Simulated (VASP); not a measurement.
# C (P6_3/mmc) in VASP: further runs

Runs on C. Level: PBE. Tasks: relaxation of cell and atoms, single point.

Program: VASP 6.6.1. These are calculated values, not measurements. Logs are shortened: lines on timing, memory, paths and dates and some standing lists are left out, and cuts for length are marked.

## (1) The cell of the first run

Symmetry: P6_3/mmc, No. 194, hexagonal system. Conventional cell: a = 1.511 Å, b = 1.511 Å, c = 3.653 Å, α = 90.00°, β = 90.00°, γ = 120.00°. Within 2.0 Å of C (site symmetry -6m2) lie 6 C at 1.51 Å.

## (2) Relaxation of cell and atoms, PBE, target pressure 380 GPa, at which the enthalpy is minimised

File INCAR:

```
SYSTEM = C
PREC     = Accurate       ! precision mode
ENCUT    = 600            ! plane-wave cutoff, eV
EDIFF    = 1E-7           ! SCF threshold, eV
ISMEAR   = -1             ! smearing method
SIGMA    = 0.05           ! smearing width, eV
LREAL    = .False.        ! projectors in reciprocal space
LASPH    = .True.         ! aspherical terms in the spheres
NELM     = 80             ! most SCF steps
ALGO     = Normal         ! electronic algorithm
ISIF     = 3              ! what is computed and relaxed
LWAVE    = .False.        ! write WAVECAR
LCHARG   = .False.        ! write CHGCAR
GGA      = PE             ! functional
IBRION   = 2              ! ionic algorithm
NSW      = 32             ! ionic steps
EDIFFG   = -0.005         ! ionic threshold
PSTRESS  = 3800.0
```

File KPOINTS:

```
regular mesh
0
Gamma
  26 26 14
  0 0 0
```

File POSCAR:

```
C
1.0
    1.5110011300      0.0000000000      0.0000000000
   -0.7555005650      1.3085653637      0.0000000000
    0.0000000000      0.0000000000      3.6527647471
C
2
Direct
    0.3333333333      0.6666666667      0.2500000000
    0.6666666667      0.3333333333      0.7500000000
```

Potentials or basis: VASP PAW PBE potentials, release 64 (C).

Run with:

```console
cat potpaw_PBE.64/C/POTCAR > POTCAR
mpirun -np 1 vasp_std > vasp.out
```

OUTCAR:

```text
SYSTEM = C
   PREC = Accurate
   ENCUT = 600
   EDIFF = 1E-7
   ISMEAR = -1
   LREAL = .False.
   LASPH = .True.
   NELM = 80
   ISIF = 3
   GGA = PE
   IBRION = 2
   NSW = 32
   EDIFFG = -0.005
   PSTRESS = 3800.0

 ion  position               nearest neighbor table
   1  0.333  0.667  0.250-   2 2.02   2 2.02   2 2.02   2 2.02   2 2.02   2 2.02
   2  0.667  0.333  0.750-   1 2.02   1 2.02   1 2.02   1 2.02   1 2.02   1 2.02

  LATTYP: Found a hexagonal cell.
 ALAT       =     1.5110011300
 C/A-ratio  =     2.4174467342

  Lattice vectors:

 A1 = (   1.5110011300,   0.0000000000,   0.0000000000)
 A2 = (  -0.7555005650,   1.3085653637,   0.0000000000)
 A3 = (   0.0000000000,   0.0000000000,   3.6527647471)

Analysis of symmetry for initial positions (statically):
=====================================================================
 Subroutine PRICEL returns:
 Original cell was already a primitive cell.

 Routine SETGRP: Setting up the symmetry group for a
 hexagonal supercell.

 Subroutine GETGRP returns: Found 24 space group operations
 (whereof 12 operations were pure point group operations)
 out of a pool of 24 trial point group operations.

The static configuration has the point symmetry D_3d.
 The point group associated with its full space group is D_6h.

Analysis of symmetry for dynamics (positions and initial velocities):
=====================================================================
 Subroutine PRICEL returns:
 Original cell was already a primitive cell.

 Routine SETGRP: Setting up the symmetry group for a
 hexagonal supercell.

 Subroutine GETGRP returns: Found 24 space group operations
 (whereof 12 operations were pure point group operations)
 out of a pool of 24 trial point group operations.

The dynamic configuration has the point symmetry D_3d.
 The point group associated with its full space group is D_6h.

 Subroutine INISYM returns: Found 24 space group operations
 (whereof 12 operations are pure point group operations),
 and found     1 'primitive' translations

----------------------------------------------------------------------------------------

                                     Primitive cell

  volume of cell :       7.2224

  direct lattice vectors                    reciprocal lattice vectors
     1.511001130  0.000000000  0.000000000     0.661812874  0.382097841  0.000000000
    -0.755500565  1.308565364  0.000000000     0.000000000  0.764195682  0.000000000
     0.000000000  0.000000000  3.652764747     0.000000000  0.000000000  0.273765235

  length of vectors
     1.511001130  1.511001130  3.652764747     0.764195682  0.764195682  0.273765235

  position of ions in fractional coordinates (direct lattice)
     0.333333333  0.666666667  0.250000000
     0.666666667  0.333333333  0.750000000

  ion indices of the primitive-cell ions
   primitive index   ion index
                 1           1
                 2           2

----------------------------------------------------------------------------------------

 KPOINTS: regular mesh

Automatic generation of k-mesh.
 Grid dimensions read from file:
 generate k-points for:   26   26   14

 Generating k-lattice:

  Cartesian coordinates                     Fractional coordinates (reciprocal lattice)
     0.025454341  0.014696071  0.000000000     0.038461538 -0.000000000  0.000000000
     0.000000000  0.029392142  0.000000000     0.000000000  0.038461538  0.000000000
     0.000000000  0.000000000  0.019554660     0.000000000  0.000000000  0.071428571

  Length of vectors
     0.029392142  0.029392142  0.019554660

  Shift w.r.t. Gamma in fractional coordinates (k-lattice)
     0.000000000  0.000000000  0.000000000

 Subroutine IBZKPT returns following result:
 ===========================================

 Found    560 irreducible k-points:

 Following reciprocal coordinates:
            Coordinates               Weight
  0.000000  0.000000  0.000000      1.000000
  0.038462 -0.000000  0.000000      6.000000
  0.076923 -0.000000  0.000000      6.000000
  0.115385 -0.000000  0.000000      6.000000
  0.153846 -0.000000  0.000000      6.000000
  0.192308 -0.000000  0.000000      6.000000
[... 16 lines left out ...]
  0.346154  0.038462  0.000000     12.000000
  0.384615  0.038462  0.000000     12.000000
 [... further k-points ...]
   k-points           NKPTS =    560   k-points in BZ     NKDIM =    560   number of bands    NBANDS=      8
   number of dos      NEDOS =    301   number of ions     NIONS =      2
   total plane-waves  NPLWV =   4320
   dimension x,y,z NGX =    12 NGY =   12 NGZ =   30
   dimension x,y,z NGXF=    24 NGYF=   24 NGZF=   60
   ions per type =               2
   NGX,Y,Z   is equivalent  to a cutoff of  13.20, 13.20, 13.65 a.u.
   NGXF,Y,Z  is equivalent  to a cutoff of  26.41, 26.41, 27.31 a.u.
 SYSTEM =  C
   PREC   = accura    normal or accurate (medium, high low for compatibility)
   ISTART =      0    job   : 0-new  1-cont  2-samecut
   ICHARG =      2    charge: 1-file 2-atom 10-const
   ISPIN  =      1    spin polarized calculation?
   LNONCOLLINEAR =      F non collinear calculations
   LSORBIT =      F    spin-orbit coupling
   LASPH  =      T    aspherical Exc in radial PAW
   ENCUT  =  600.0 eV  44.10 Ry    6.64 a.u.   3.02  3.02  7.30*2*pi/ulx,y,z
   NELM   =     80;   NELMIN=  2; NELMDL= -5     # of ELM steps
   EDIFF  = 0.1E-06   stopping-criterion for ELM
   LREAL  =      F    real-space projection
   EDIFFG = -.5E-02   stopping-criterion for IOM
   NSW    =     32    number of steps for IOM
   IBRION =      2    ionic relax: 0-MD 1-quasi-New 2-CG
   NFREE  =      1    steps in history (QN), initial steepest desc. (CG)
   ISIF   =      3    stress and relaxation
   ISYM   =      2    0-nonsym 1-usesym 2-fastsym
   POTIM  = 0.5000    time-step for ionic-motion
   TEBEG  =    0.0;   TEEND  =   0.0 temperature during run
   PSTRESS= 3800.0 pullay stress
   NELECT =       8.0000    total number of electrons
   NUPDOWN=      -1.0000    fix difference up-down
   EMIN   =  10.00;   EMAX   =-10.00  energy-range for DOS
   EFERMI =   0.00;   METHOD = LEGACY
   ISMEAR =    -1;   SIGMA  =   0.05  broadening in eV -4-tet -1-fermi 0-gaus
   EFERMI_NEDOS =   21; number of points for ismear=-14 and -15
   IALGO  =     38    algorithm
   IMIX   =      4    mixing-type and parameters
     AMIX     =   0.40;   BMIX     =  1.00
     AMIX_MAG =   1.60;   BMIX_MAG =  1.00
  volume/ion in A,a.u.               =       3.61        24.37
  Fermi-wavevector in a.u.,A,eV,Ry     =   1.693860  3.200931 39.037317  2.869162
  Thomas-Fermi vector in A             =   2.775190
   LORBIT       =      0    0 simple, 1 ext, 2 COOP (PROOUT), +10 PAW based schemes
   GGA     = PE    functional components
   LHFCALC =     F    Hartree Fock is set to
   AEXX    =    0.0000 exact exchange contribution
   IVDW    =     0    specifies the selected vdW correction
   LEPSILON=     F    determine dielectric tensor
   LRPA    =     F    only Hartree local field effects (RPA)
 conjugate gradient relaxation of ions
 non-spin polarized calculation
  energy-cutoff  :      600.00
  volume of cell :        7.22
 maximum number of plane-waves:       254
 NGX is ok and might be reduce to    12
   NGX =  5   NGY =  5   NGZ = 15

--------------------------------------- Ionic step        1  -------------------------------------------

 number of electron       8.0000000 magnetization

 Free energy of the ion-electron system (eV)
  ---------------------------------------------------
  ext. energy  EPLUGINS =         0.00000000
  ---------------------------------------------------
  free energy    TOTEN  =        -5.54560593 eV

  energy without entropy =       -5.54204088  energy(sigma->0) =       -5.54382340

------------------------ aborting loop because EDIFF is reached ----------------------------------------

  FORCE on cell =-STRESS in cart. coord.  units (eV):
  Direction    XX          YY          ZZ          XY          YZ          ZX
  --------------------------------------------------------------------------------------
  -------------------------------------------------------------------------------------
  Total       17.1219957     17.1219957     17.1473169      0.0000000      0.0000000      0.0000000
  in kB     3798.2456873   3798.2456871   3803.8628044      0.0000000      0.0000000      0.0000000
  external PRESSURE =       0.1180596 kB  Pullay stress =    3800.0000000 kB
[... 93 lines left out ...]
  FREE ENERGIE OF THE ION-ELECTRON SYSTEM (eV)
  ---------------------------------------------------
  free  energy   TOTEN  =        -5.5477745761 eV

  energy  without entropy=       -5.5441630069  energy(sigma->0) =       -5.54596879

  enthalpy is  TOTEN    =        11.5842739561 eV   P V=       17.1320485322

[... ionic steps 4 to 12 ...]

--------------------------------------- Ionic step       13  -------------------------------------------

 number of electron       8.0000000 magnetization

------------------------ aborting loop because EDIFF is reached ----------------------------------------

  FORCE on cell =-STRESS in cart. coord.  units (eV):
  Direction    XX          YY          ZZ          XY          YZ          ZX
  --------------------------------------------------------------------------------------
  -------------------------------------------------------------------------------------
  Total       17.1625856     17.1625855     17.1531750      0.0000000      0.0000000      0.0000000
  in kB     3803.5818334   3803.5818311   3801.4962704      0.0000000      0.0000000      0.0000000
  external PRESSURE =       2.8866449 kB  Pullay stress =    3800.0000000 kB
[... 61 lines left out ...]
  enthalpy is  TOTEN    =        11.5841235114 eV   P V=       17.1521925449

--------------------------------------- Ionic step       15  -------------------------------------------

 number of electron       8.0000000 magnetization

 Free energy of the ion-electron system (eV)
  ---------------------------------------------------
  ext. energy  EPLUGINS =         0.00000000
  ---------------------------------------------------
  free energy    TOTEN  =        -5.56527954 eV

  energy without entropy =       -5.56239983  energy(sigma->0) =       -5.56383969

 E-fermi :  20.0884     XC(G=0): -16.1218

 val. band max:       20.0750021705   @ k =   0.1538   0.0769   0.1429
 cond. band min:      20.1201375886   @ k =   0.3846   0.0385   0.2857
 fundamental gap:      0.0451354180
 Fermi energy:        20.0883997812

 k-point     1 :       0.0000    0.0000    0.0000
  band No.  band energies     occupation
      1     -11.3589      2.00000
      2      -3.9190      2.00000
      3      -0.3989      2.00000
      4      18.6594      2.00000
      5      35.4914      0.00000
      6      42.6822      0.00000
      7      42.6822      0.00000
      8      43.3444      0.00000
[... 243 lines left out ...]
 k-point    24 :       0.3846    0.0385    0.0000
  band No.  band energies     occupation
      1      -1.0315      2.00000
      2       3.4838      2.00000
      3      12.8933      2.00000
      4      16.3776      2.00000
      5      20.5879      0.00009
      6      25.0737      0.00000
      7      32.2337      0.00000
      8      34.2394      0.00000

 [... further k-points ...]
[... 5 lines left out ...]
  --------------------------------------------------------------------------------------
  -------------------------------------------------------------------------------------
  Total       17.1493128     17.1493128     17.1494243      0.0000000      0.0000000      0.0000000
  in kB     3799.9803445   3799.9803421   3800.0050374      0.0000000      0.0000000      0.0000000
  external PRESSURE =      -0.0114253 kB  Pullay stress =    3800.0000000 kB
[... 17 lines left out ...]
  FREE ENERGIE OF THE ION-ELECTRON SYSTEM (eV)
  ---------------------------------------------------
  free  energy   TOTEN  =        -5.5652795437 eV

  energy  without entropy=       -5.5623998281  energy(sigma->0) =       -5.56383969

  enthalpy is  TOTEN    =        11.5841220064 eV   P V=       17.1494015502

 reached required accuracy - stopping structural energy minimisation
```

Run time: 88 s. Hardware: 1 thread of Intel Xeon Platinum 8488C (Sapphire Rapids), shared host; peak memory 0.14 GiB.

What came out:

```
Free energy                                            : -5.5653 eV
Relaxed volume                                         : 3.62 Å³/atom
Relaxed cell                                           : a = 1.508 Å, b = 1.508 Å, c = 3.674 Å, α = 90.00°, β = 90.00°, γ = 120.00°
Space group after relaxing (to 0.05 Å)                 : P6_3/mmc (No. 194)
Energy change on relaxing (the enthalpy is what falls) : -9.8 meV/atom
Ionic steps                                            : 15
Pressure after relaxing                                : 380.0 GPa
Band gap on the k mesh                                 : zero (band 4 reaches 24.53 eV, above the bottom of band 5 at 16.90 eV)
```

Step by step:
```csv
step,energy change (eV),largest force (eV/Å),pressure (GPa),volume (Å³)
1,0.0000,0.0000,380.01,7.22
2,-0.0007,0.0000,380.07,7.22
3,-0.0022,0.0000,380.21,7.22
4,-0.0051,0.0000,380.48,7.22
5,-0.0107,0.0000,381.28,7.23
6,-0.0066,0.0000,380.67,7.23
7,-0.0087,0.0000,380.95,7.23
8,-0.0082,0.0000,380.88,7.23
9,-0.0084,0.0000,380.91,7.23
10,-0.0097,0.0000,380.83,7.23
11,-0.0128,0.0000,380.66,7.23
12,-0.0138,0.0000,380.56,7.23
13,-0.0167,0.0000,380.29,7.23
14,-0.0225,0.0000,379.73,7.23
15,-0.0197,0.0000,380.00,7.23
```

Final structure:
```
CELL_PARAMETERS angstrom
1.50750 0.00000 0.00000
-0.75375 1.30554 0.00000
0.00000 0.00000 3.67391
ATOMIC_POSITIONS crystal
C 0.33333 0.66667 0.25000
C 0.66667 0.33333 0.75000
```

Caveat: the cell is relaxed towards a set pressure, so the enthalpy falls and the energy may rise.

## (3) Single point, PBE

File INCAR:

```
SYSTEM = C
PREC = Accurate
ENCUT = 520
EDIFF = 1E-7
ISMEAR = -1
SIGMA = 0.05
LREAL = .FALSE.
LASPH = .TRUE.
NELM = 100
ALGO = Normal
ISIF = 2
LWAVE = .FALSE.
LCHARG = .FALSE.
GGA = PE
NBANDS = 11
```

File KPOINTS:

```
regular mesh
0
G
  26 26 14
  0 0 0
```

POSCAR is that of step 2.

Potentials or basis: VASP PAW PBE potentials, release 64 (C).

Run with:

```console
cat potpaw_PBE.64/C/POTCAR > POTCAR
mpirun -np 1 vasp_std > vasp.out
```

It took 12 s on 1 thread of Intel Xeon 6975P-C (Granite Rapids), shared host; peak memory 0.14 GiB.

It converged, with:

```
Free energy            : -5.5370 eV
Pressure               : 381.3 GPa
Band gap on the k mesh : zero (band 4 reaches 24.62 eV, above the bottom of band 5 at 16.91 eV)
```

Levels at points of the mesh, in eV from the Fermi level:
```csv
k point,band 1,band 2,band 3,band 4,band 5,band 6,band 7,band 8,band 9
"(0.00, 0.00, 0.00)",-31.50,-23.87,-20.54,-1.14,15.77,22.36,22.36,23.04,23.04
"(0.50, 0.00, 0.00)",-17.95,-16.26,-6.66,-2.76,-2.53,1.53,11.81,13.88,17.63
"(0.00, 0.00, 0.50)",-29.24,-29.24,-10.98,-10.98,22.69,22.69,22.69,22.69,29.08
"(0.50, 0.00, 0.50)",-17.06,-17.06,-6.73,-6.73,3.00,3.00,12.78,12.78,16.96
```

## (4) Single point, PBE

File INCAR:

```
SYSTEM = C
PREC     = Accurate       ! precision mode
ENCUT    = 520            ! plane-wave cutoff, eV
EDIFF    = 1E-6           ! SCF threshold, eV
ISMEAR   = -1             ! smearing method
SIGMA    = 0.05           ! smearing width, eV
LREAL    = .False.        ! projectors in reciprocal space
LASPH    = .True.         ! aspherical terms in the spheres
NELM     = 100            ! most SCF steps
ALGO     = Normal         ! electronic algorithm
ISIF     = 2              ! what is computed and relaxed
LWAVE    = .False.        ! write WAVECAR
LCHARG   = .False.        ! write CHGCAR
GGA      = PE             ! functional
NBANDS   = 11             ! bands
```

File KPOINTS:

```
Automatic mesh
0
Gamma
  26 26 14
  0 0 0
```

File POSCAR:

```
C
1.0
    1.5071971961      0.0000000000      0.0000000000
   -0.7535985981      1.3052710603      0.0000000000
    0.0000000000      0.0000000000      3.6752203485
C
2
Direct
    0.3333333333      0.6666666667      0.2500000000
    0.6666666667      0.3333333333      0.7500000000
```

Potentials or basis: VASP PAW PBE potentials, release 64 (C).

Run with:

```console
cat potpaw_PBE.64/C/POTCAR > POTCAR
mpirun -np 1 vasp_std > vasp.out
```

OUTCAR:

```text
SYSTEM = C
   PREC = Accurate
   ENCUT = 520
   EDIFF = 1E-6
   ISMEAR = -1
   LREAL = .False.
   LASPH = .True.
   NELM = 100
   ISIF = 2
   GGA = PE

 ion  position               nearest neighbor table
   1  0.333  0.667  0.250-   2 2.03   2 2.03   2 2.03   2 2.03   2 2.03   2 2.03
   2  0.667  0.333  0.750-   1 2.03   1 2.03   1 2.03   1 2.03   1 2.03   1 2.03

  LATTYP: Found a hexagonal cell.
 ALAT       =     1.5071971961
 C/A-ratio  =     2.4384469119

  Lattice vectors:

 A1 = (   1.5071971961,   0.0000000000,   0.0000000000)
 A2 = (  -0.7535985981,   1.3052710603,   0.0000000000)
[... 515 lines left out ...]
      7      32.2524      0.00000
      8      34.2537      0.00000
      9      38.0601      0.00000
     10      47.9650      0.00000
     11      50.6867      0.00000

 [... further k-points ...]
[... 5 lines left out ...]
  --------------------------------------------------------------------------------------
  -------------------------------------------------------------------------------------
  Total       17.2327393     17.2327393     17.1812406     -0.0000000      0.0000000      0.0000000
  in kB     3818.6577070   3818.6577068   3807.2459416     -0.0000001      0.0000000      0.0000000
  external PRESSURE =    3814.8537852 kB  Pullay stress =       0.0000000 kB

 VOLUME and BASIS-vectors are now :
 -----------------------------------------------------------------------------
  energy-cutoff  :      520.00
  volume of cell :        7.23
      direct lattice vectors                 reciprocal lattice vectors
     1.507197196  0.000000000  0.000000000     0.663483188  0.383062197  0.000000000
    -0.753598598  1.305271060  0.000000000     0.000000000  0.766124394  0.000000000
     0.000000000  0.000000000  3.675220348     0.000000000  0.000000000  0.272092529

 POSITION                                       TOTAL-FORCE (eV/Angst)
 -----------------------------------------------------------------------------------
     -0.00000      0.87018      0.91881         0.000000     -0.000000      0.000000
      0.75360      0.43509      2.75642        -0.000000      0.000000      0.000000
 -----------------------------------------------------------------------------------
    total drift:                                0.000000     -0.000000      0.000000

  FREE ENERGIE OF THE ION-ELECTRON SYSTEM (eV)
  ---------------------------------------------------
  free  energy   TOTEN  =        -5.5557524639 eV

  energy  without entropy=       -5.5529653688  energy(sigma->0) =       -5.55435892
```

stdout:

```text
POSCAR found type information on POSCAR C
 POSCAR found :  1 types and       2 ions
 scaLAPACK will be used
 LDA part: xc-table for (Slater+PW92), standard interpolation
 POSCAR, INCAR and KPOINTS ok, starting setup
 FFT: planning ... GRIDC
 FFT: planning ... GRID_SOFT
 FFT: planning ... GRID
 WAVECAR not read
 entering main loop
```

Wall time 11 s (1 thread of Intel Xeon 6975P-C (Granite Rapids), shared host); peak memory 0.13 GiB.

Results:

```yaml
Free_energy: -5.5558 eV
Pressure: 381.5 GPa
Band_gap_on_the_k_mesh: zero (band 4 reaches 24.54 eV, above the bottom of band 5 at 16.90 eV)
```

[end of part 1 of 2]
